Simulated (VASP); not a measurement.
A run of VASP 6.6.1 is set up as follows.

File INCAR:

```
SYSTEM = Al
AGGAC = 1.0 ; AGGAX = 1.0
ALDAC = 0.0 ; ALDAX = 1.0
ALGO = Fast ; EDIFF = 1E-6
ENCUT = 520 ; GGA = B5
ISIF = 2 ; ISMEAR = -1
IVDW = 12 ; LASPH = .True.
LCHARG = .False. ; LREAL = .False.
LWAVE = .False. ; NBANDS = 8
NELM = 100 ; PREC = Accurate
SIGMA = 0.05 ; VDW_A1 = 0.4298
VDW_A2 = 4.2359 ; VDW_S6 = 1.0
VDW_S8 = 2.6996
```

The input KPOINTS:

```
k-points
0
Gamma
  11 11 11
  0 0 0
```

POSCAR

```
Al
1.0
    0.0000000000      2.0514502267      2.0514502267
    2.0514502267      0.0000000000      2.0514502267
    2.0514502267      2.0514502267      0.0000000000
Al
1
Direct
    0.0000000000      0.0000000000      0.0000000000
```

Potentials or basis: VASP PAW PBE potentials, release 64 (Al).

Launch:

```bash
$ cat potpaw_PBE.64/Al/POTCAR > POTCAR
$ mpirun -np 1 vasp_std > vasp.out
```

Question: Estimate the dispersion energy per atom.

Answer: -0.739 eV.

Question: Predict the pressure.

Answer: -6.6 GPa.

Caveat: the PAW data sets were made with another functional, which shifts forces and pressure a little; pairwise dispersion overbinds metals, which lowers pressure and volume.
